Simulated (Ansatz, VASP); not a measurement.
**One calculation of SiC, two programs**

```xyz
2
Lattice="0.0000 1.8992 2.8487 1.8992 0.0000 2.8487 1.8992 1.8992 0.0000" Properties=species:S:1:pos:R:3 pbc="T T T"
Si    0.0000    0.0000    0.0000
C     2.8487    2.8487    4.2731
```

Alike in both runs: task single point; functional PBE; k mesh 4 × 4 × 4; occupations gaussian, width 0.05 eV; no spin polarisation.

|  | VASP | Ansatz |
| --- | --- | --- |
| version | VASP 6.6.1 | Ansatz 0.2.0 |
| potentials or method | VASP PAW PBE potentials, release 64 (Si, C), cutoff 520 eV | scalar-relativistic, plane waves, PAW |
| valence electrons in the cell | 8 | 8 |

|  | VASP | Ansatz | Ansatz less VASP |
| --- | --- | --- | --- |
| gap on the k mesh at the Fermi level (eV) | none | none | - |
| pressure (GPa) | 2.1 | 2.1 | -0.02 |
| traceless stress, the component that is largest in VASP (GPa) | -75.23 | -75.43 | -0.204 |

A gap of «none» marks a metal or a gap that the smearing closes. The functional is the same, so the differences come from potentials, cutoffs and numerics.

The k mesh is coarse, so the values compare programs but aren't converged.
